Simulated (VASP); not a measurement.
Write the native input for VASP 6.6.1 that does the following.

```yaml
Task: single point
Functional: PBEsol
Potentials_or_basis: VASP PAW PBE potentials, release 64 (Au, Cu)
Cutoff: 520 eV
k_mesh: 11 × 11 × 11
Occupations: fermi-dirac, width 0.05 eV
Spin: no spin polarisation
Dipole_correction: no
Further_INCAR_settings: ALGO = Fast; EDIFF = 1e-06; NBANDS = 18
```

The structure of CuAu lies in POSCAR:

```
CuAu
1.0
    1.4333716108      0.8275574853      4.2276049958
   -1.4333716108      0.8275574853      4.2276049958
    0.0000000000     -1.6551149707      4.2276049958
Au Cu
1 1
Direct
    0.0000000000      0.0000000000      0.0000000000
    0.5000000000      0.5000000000      0.5000000000
```

The input as run:

INCAR

```
PREC = Accurate
ENCUT = 520
EDIFF = 1E-6
ISMEAR = -1
SIGMA = 0.05
LREAL = F
LASPH = T
NELM = 60
ALGO = Fast
ISIF = 2
LWAVE = F
LCHARG = F
GGA = PS
NBANDS = 18
```

KPOINTS

```
regular mesh
0
Gamma
  11 11 11
```

Potentials or basis: VASP PAW PBE potentials, release 64 (Au, Cu).

Launch:

```console
$ cat potpaw_PBE.64/Au/POTCAR potpaw_PBE.64/Cu/POTCAR > POTCAR
$ mpirun -np 1 vasp_std > vasp.out
```

It gave:

The pressure is -5.4 GPa and the band gap on the k mesh is zero (band 11 reaches 10.18 eV, above the bottom of band 12 at 5.97 eV).

Caveat: the PAW data sets were made with another functional, which shifts forces and pressure a little; spin-orbit coupling is left out, which moves the levels of the heavy elements.

Wall time 87 s on 1 thread of Intel(R) Xeon(R) 6975P-C (Granite Rapids), with other jobs on the host, peak memory 0.27 GiB.
